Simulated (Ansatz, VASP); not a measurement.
Two plane-wave programs on CeO2

File INCAR:

```
SYSTEM = CeO2
PREC = Accurate
ENCUT = 600
EDIFF = 1E-7
ISMEAR = 0
SIGMA = 0.02
LREAL = .False.
LASPH = .True.
NELM = 60
ALGO = Normal
ISIF = 3
LWAVE = .False.
LCHARG = .False.
GGA = PE
IVDW = 12
IBRION = 2
NSW = 100
EDIFFG = -0.002
```

The input KPOINTS:

```
regular mesh
0
Gamma
  10 10 10
  0 0 0
```

File POSCAR:

```
CeO2
1.0
    0.0000000000      2.7036500000      2.7036500000
    2.7036500000      0.0000000000      2.7036500000
    2.7036500000      2.7036500000      0.0000000000
Ce O
1 2
Direct
    0.0000000000      0.0000000000      0.0000000000
    0.2500000000      0.2500000000      0.2500000000
    0.7500000000      0.7500000000      0.7500000000
```

Input for Ansatz:

```yaml
crystal:
  lattice:
    - [0.0, 2.70365, 2.70365]
    - [2.70365, 0.0, 2.70365]
    - [2.70365, 2.70365, 0.0]
  atoms:
    - { symbol: Ce, position: [0.0, 0.0, 0.0] }
    - { symbol: O, position: [0.25, 0.25, 0.25] }
    - { symbol: O, position: [0.75, 0.75, 0.75] }
basis:
  ecutwfc: 420
kpoints:
  mp_grid: { grid: [10, 10, 10] }
hamiltonian:
  xc: pbe
  dispersion: d3bj
scf:
  occupations: { method: gaussian, width: 0.02 }
output:
  forces: true
  stress: true
  eigenvalues: true
relax:
  adjacent_minimum: "off"
  f_tol: 0.002
  max_steps: 80
  cell: { stress_tol: 0.02 }
```

Alike in both runs: task relaxation of cell and atoms; functional PBE; dispersion D3(BJ); k mesh 10 × 10 × 10; occupations gaussian, width 0.02 eV; no spin polarisation.

|  | VASP | Ansatz |
| --- | --- | --- |
| version | VASP 6.6.1 | Ansatz 0.2.0 |
| potentials or method | VASP PAW PBE potentials, release 64 (Ce, O), cutoff 600 eV | scalar-relativistic, plane waves, PAW |
| valence electrons in the cell | 24 | 24 |

```tsv
	VASP	Ansatz	Ansatz less VASP
gap on the k mesh at the Fermi level, each at its own relaxed structure (eV)	1.94	1.97	+0.034
relaxed volume (Å³/atom)	13.36	13.36	+0.007
relaxed cell length with the largest relative difference (Å)	3.841	3.842	+0.0007
```

Neither program's run includes spin-orbit coupling.
